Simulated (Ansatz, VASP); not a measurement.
# AlO6: VASP beside Ansatz

The input POSCAR:

```
AlO6
1.0
    2.9787333193      0.0000000000      0.0000000000
   -1.4893666597      2.5796587256      0.0000000000
    0.0000000000      0.0000000000     13.6676036400
Al O
1 6
Direct
    0.0000000000      0.0000000000      0.0000000000
    0.3333333333      0.6666666667      0.6170744320
    0.3333333333      0.6666666667      0.7059691411
    0.6666666667      0.3333333333      0.3829255680
    0.6666666667      0.3333333333      0.2940308589
    0.6666666667      0.3333333333      0.9351031819
    0.3333333333      0.6666666667      0.0648968181
```

INCAR.step1

```
PREC = Accurate
ENCUT = 520
ISMEAR = 0
SIGMA = 0.1
LREAL = False
LASPH = True
NELM = 80
NBANDS = 28
GGA = PE
ALGO = Normal
EDIFF = 1E-4
LWAVE = True
LCHARG = False
```

The input INCAR.step2:

```
PREC = Accurate
ENCUT = 520
EDIFF = 1E-7
ISMEAR = 0
SIGMA = 0.1
LREAL = False
LASPH = True
NELM = 80
ALGO = Normal
ISIF = 2
LWAVE = False
LCHARG = False
METAGGA = R2SCAN
LMIXTAU = True
NBANDS = 28
ISTART = 1
```

The input KPOINTS:

```
regular mesh
0
Gamma
  12 12 4
```

Input for Ansatz:

```yaml
crystal:
  lattice:
    - [2.9787333193, 0.0, 0.0]
    - [-1.4893666597, 2.5796587256, 0.0]
    - [0.0, 0.0, 13.66760364]
  atoms:
    - { symbol: Al, position: [0.0, 0.0, 0.0] }
    - { symbol: O, position: [0.3333333333, 0.6666666667, 0.617074432] }
    - { symbol: O, position: [0.3333333333, 0.6666666667, 0.7059691411] }
    - { symbol: O, position: [0.6666666667, 0.3333333333, 0.382925568] }
    - { symbol: O, position: [0.6666666667, 0.3333333333, 0.2940308589] }
    - { symbol: O, position: [0.6666666667, 0.3333333333, 0.9351031819] }
    - { symbol: O, position: [0.3333333333, 0.6666666667, 0.0648968181] }
basis:
  ecutwfc: 500
kpoints:
  mp_grid: { grid: [12, 12, 4] }
  band_path:
    path:
      - [[0.0, 0.0, 0.0], [0.5, 0.0, 0.0], [0.33333333, 0.33333333, 0.0], [0.0, 0.0, 0.0], [0.0, 0.0, 0.5], [0.5, 0.0, 0.5], [0.33333333, 0.33333333, 0.5], [0.0, 0.0, 0.5]]
      - [[0.5, 0.0, 0.5], [0.5, 0.0, 0.0]]
      - [[0.33333333, 0.33333333, 0.5], [0.33333333, 0.33333333, 0.0]]
    npoints: 14
hamiltonian:
  xc: r2scan
scf:
  occupations: { method: gaussian, width: 0.1 }
  n_extra_bands: 17
output:
  forces: true
  stress: true
  eigenvalues: true
  populations: true
  dos: { projected: true, de: 0.02, nscf_kmesh: { grid: [15, 15, 5] } }
  bader: true
  write_density: true
  write_potential: true
  elf: true
  volumetric_format: npy
```

Alike in both runs: task single point; functional r2SCAN; k mesh 12 × 12 × 4; occupations gaussian, width 0.1 eV; no spin polarisation.

|  | VASP | Ansatz |
| --- | --- | --- |
| version | VASP 6.6.1 | Ansatz 0.2.0 |
| potentials or method | VASP PAW PBE potentials, release 64 (Al, O), cutoff 520 eV | scalar-relativistic, plane waves, PAW |
| valence electrons in the cell | 39 | 39 |

|  | VASP | Ansatz | Ansatz less VASP |
| --- | --- | --- | --- |
| gap on the k mesh at the Fermi level (eV) | none | none | - |
| pressure (GPa) | -6.7 | -8.1 | -1.40 |
| traceless stress, the component that is largest in VASP (GPa) | 6.05 | 2.71 | -3.337 |
| rms of the force components (eV/Å) | 0.220 | 0.416 | +0.1956 |

VASP's potentials were made for PBE, not for r2SCAN. Atom by atom the forces differ by 0.599 eV/Å (rms over components). A gap of «none» marks a metal or a gap that the smearing closes. One of these differences is far larger than is usual between the two programs; its cause wasn't traced. The functional is the same, so the differences come from potentials, cutoffs and numerics.

Noted on VASP's run: the standard files for N, O and F lose accuracy on very short bonds.
